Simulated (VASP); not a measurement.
Input of a VASP 6.6.1 run:

Contents of POSCAR:

```
Zr
1.0
   -1.7546000984      1.7546000984      1.7546000984
    1.7546000984     -1.7546000984      1.7546000984
    1.7546000984      1.7546000984     -1.7546000984
Zr
1
Direct
    0.0000000000      0.0000000000      0.0000000000
```

INCAR.step1

```
PREC = Accurate
ENCUT = 520
ISMEAR = -1
SIGMA = 0.05
LREAL = F
LASPH = T
NELM = 80
NBANDS = 12
GGA = PE
ALGO = Normal
EDIFF = 1E-4
LWAVE = T
LCHARG = F
```

Contents of INCAR.step2:

```
PREC = Accurate
ENCUT = 520
EDIFF = 1E-8
ISMEAR = -1
SIGMA = 0.05
LREAL = F
LASPH = T
NELM = 80
ALGO = Normal
ISIF = 2
LWAVE = F
LCHARG = F
METAGGA = R2SCAN
LMIXTAU = T
LEFG = T
NBANDS = 12
ISTART = 1
```

KPOINTS

```
regular mesh
0
Gamma
  13 13 13
```

Potentials or basis: VASP PAW PBE potentials, release 64 (Zr_sv).

The run is started by

```console
$ cat potpaw_PBE.64/Zr_sv/POTCAR > POTCAR
$ cp INCAR.step1 INCAR
$ mpirun -np 1 vasp_std > vasp.out
$ cp INCAR.step2 INCAR
$ mpirun -np 1 vasp_std > vasp.out
```

Question: Estimate the band gap on the k mesh.

Answer: Zero (band 6 reaches 10.94 eV, above the bottom of band 7 at 8.91 eV).

Question: Predict the pressure.

Answer: 5.8 GPa.

Caveat: without QUAD_EFG the Cq values of the log hold for a quadrupole moment of 1 mb, not for the nuclei; the PAW data sets were made with another functional, which shifts forces and pressure a little.
